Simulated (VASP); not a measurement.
Runs of VASP 6.6.1 on Sb. The structure is that of space group R-3m (No. 166), or close to it. The cells are those of the table. 

| cell | gap on the mesh (eV) | pressure (GPa) | largest force (eV/Å) |
| --- | --- | --- | --- |
| a = 4.540 Å, angles 56.6°, 2 atoms | none | -0.2 | 0.12 |
| a = 4.472 Å, angles 56.5°, 2 atoms | none | 2.7 | 0.39 |
| a = 4.446 Å, angles 57.9°, 2 atoms | none | (a) | 0.32 |
| a = 4.567 Å, angles 55.3°, 2 atoms | none | 0.9 | 0.19 |
| a = 4.587 Å, angles 55.9°, 2 atoms | none | -0.9 | 0.02 |
| a = 4.519 Å, angles 55.9°, 2 atoms | none | 1.8 | 0.29 |
| a = 4.421 Å, angles 59.2°, 2 atoms | none | 0.3 | 0.28 |
| a = 4.442 Å, angles 59.8°, 2 atoms | none | (c) | (b) |
| a = 4.467 Å, angles 58.5°, 2 atoms | none | -0.5 | 0.19 |

Alike in all rows: task single point; level PBEsol; potentials or basis VASP PAW PBE potentials, release 64 (Sb); no spin polarisation; k mesh 12 × 12 × 12; cutoff (eV) 520; smearing gaussian 0.15 eV.

**Question.** Estimate the missing entries.

**Answer.** (a) 1.4; (b) 0.16; (c) -1.5.

Caveats: the PAW data sets were made with another functional, which shifts forces and pressure a little; spin-orbit coupling is left out, which moves the levels of the heavy elements.

A k mesh can miss the band edges, and the runs leave out spin-orbit coupling on Sb.

A gap of «none» marks levels without a gap at the run's occupations.
